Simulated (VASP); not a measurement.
# InAs: single point with PBE

InAs:

```
In As
1.0
     4.28365    0.00000    0.00000
     0.00000    4.28365    0.00000
     0.00000    0.00000    6.12000
In As
2 2
Direct
  0.00000 0.00000 0.00000
  0.50000 0.50000 0.50000
  0.50000 0.00000 0.25000
  0.00000 0.50000 0.75000
```

```yaml
Program: VASP 6.6.1
Task: single point
Functional: PBE
Potentials_or_basis: VASP PAW PBE potentials, release 64 (In_d, As)
Cutoff: 520 eV
k_mesh: 8 × 8 × 6
Occupations: gaussian, width 0.01 eV
Spin: no spin polarisation
Dipole_correction: no
Further_INCAR_settings: ALGO = Normal; EDIFF = 1e-06; NBANDS = 26
```

The pressure is 3.0 GPa and the band gap on the k mesh is zero (filled and empty bands touch).

Stress tensor (GPa, compression positive):
```
3.09 0.00 0.00
0.00 3.09 0.00
0.00 0.00 2.74
```

Levels at points of the mesh, in eV from the Fermi level:
```csv
k point,band 16,band 17,band 18,band 19,band 20,band 21
"(0.00, 0.00, 0.00)",-0.29,-0.05,0.00,0.00,1.59,2.10
"(0.50, 0.00, 0.00)",-2.81,-1.00,-1.00,2.58,2.58,4.96
"(0.50, 0.50, 0.00)",-2.31,-2.30,-2.30,1.54,1.54,2.01
"(0.00, 0.00, 0.50)",-1.38,-1.38,-1.38,2.31,2.31,2.71
"(0.50, 0.00, 0.50)",-1.01,-0.95,-0.95,0.91,0.91,4.62
"(0.50, 0.50, 0.50)",-2.90,-2.82,-2.82,4.07,4.07,4.23
```

Run time: 100 s on 1 thread of Intel(R) Xeon(R) Platinum 8259CL CPU @ 2.50GHz (Skylake/Cascade Lake), with other jobs on the host, peak memory 0.3 GiB.

Caveat: spin-orbit coupling is left out, which moves the levels of the heavy elements.
